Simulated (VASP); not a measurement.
Wanted: the native input for a VASP 6.6.1 run.

```yaml
Task: molecular dynamics
Functional: LDA
Potentials_or_basis: VASP PAW LDA potentials, release 64 (Ta_pv)
Cutoff: 520 eV
k_mesh: 2 × 2 × 2
Occupations: fermi-dirac, width 0.17 eV
Spin: no spin polarisation
Dipole_correction: no
Further_INCAR_settings: LREAL = Auto; ALGO = Fast; EDIFF = 1e-05; ISYM = 0; IBRION = 0; POTIM = 4.5; NSW = 40
```

The structure of Ta lies in POSCAR:

```
Ta
1.0
    6.9357050000      0.0000000000      0.0000000000
    0.0000000000      6.9357050000      0.0000000000
    0.0000000000      0.0000000000      6.9357050000
Ta
16
Direct
   -0.0022309400     -0.0088568800      0.0137607200
    0.4962464100     -0.0044021500      0.0425720600
    0.0116662100      0.4601331300     -0.0324557700
   -0.0440243600     -0.0048837400      0.5326585400
    0.2272640100      0.2205312300      0.2792775200
    0.4355583600      0.4624582100      0.0027052700
    0.5422606000     -0.0130403800      0.5241319700
    0.6925899300      0.2856374000      0.2800933600
   -0.0178108300      0.4969504000      0.4856681800
    0.2153650200      0.7490201400      0.2704182600
    0.2792793400      0.2252015800      0.7028533900
    0.4570218300      0.5153445300      0.4860855900
    0.7375862400      0.7661699700      0.1956283900
    0.7524140800      0.2482864400      0.7730438900
    0.2617491200      0.7444561400      0.7474424300
    0.7068690300      0.7124763300      0.7844004900
```

These files were run (other wordings do the same):

INCAR

```
SYSTEM = Ta
PREC     = Accurate       ! precision mode
ENCUT    = 520            ! plane-wave cutoff, eV
EDIFF    = 1E-5           ! SCF threshold, eV
ISMEAR   = -1             ! smearing method
SIGMA    = 0.17           ! smearing width, eV
LREAL    = Auto         
LASPH    = .True.         ! aspherical terms in the spheres
NELM     = 100            ! most SCF steps
ALGO     = Fast           ! electronic algorithm
ISIF     = 2              ! what is computed and relaxed
LWAVE    = .False.        ! write WAVECAR
LCHARG   = .False.        ! write CHGCAR
IBRION   = 0              ! ionic algorithm
NSW      = 40             ! ionic steps
POTIM    = 4.5            ! step
TEBEG    = 1400.0       
TEEND    = 1400.0       
ISYM     = 0            
NELMIN   = 4            
RANDOM_SEED= 367391 0 0   
MDALGO   = 2            
SMASS    = 0
```

KPOINTS

```
regular mesh
0
Gamma
  2 2 2
  0 0 0
```

Potentials or basis: VASP PAW LDA potentials, release 64 (Ta_pv).

Run with:

```sh
$ cat potpaw_LDA.64/Ta_pv/POTCAR > POTCAR
$ mpirun -np 1 vasp_std > vasp.out
```

It took 2.3 h on 1 thread of Intel(R) Xeon(R) Platinum 8488C (Sapphire Rapids), with other jobs on the host, peak memory 0.66 GiB.
